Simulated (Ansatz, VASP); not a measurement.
# Two plane-wave programs on GaN

```
Ga N
1.0
     3.18900    0.00000    0.00000
    -1.59450    2.76176    0.00000
     0.00000    0.00000    5.18500
Ga N
2 2
Direct
  0.33333 0.66667 0.00000
  0.66667 0.33333 0.50000
  0.33333 0.66667 0.37700
  0.66667 0.33333 0.87700
```

Alike in both runs: task relaxation of cell and atoms; functional PBEsol; k mesh 12 × 12 × 6; occupations gaussian, width 0.02 eV; no spin polarisation.

|  | VASP | Ansatz |
| --- | --- | --- |
| version | VASP 6.6.1 | Ansatz 0.2.0 |
| potentials or method | VASP PAW PBE potentials, release 64 (Ga_d, N), cutoff 600 eV | scalar-relativistic, plane waves, PAW |
| valence electrons in the cell | 36 | 36 |

```tsv
	VASP	Ansatz	Ansatz less VASP
gap on the k mesh at the Fermi level, each at its own relaxed structure (eV)	1.91	1.88	-0.030
relaxed volume (Å³/atom)	11.35	11.37	+0.024
relaxed cell length with the largest relative difference (Å)	3.181	3.183	+0.0023
```

VASP's potentials were made for PBE, not for PBEsol, and Ansatz warns of the same on its side.
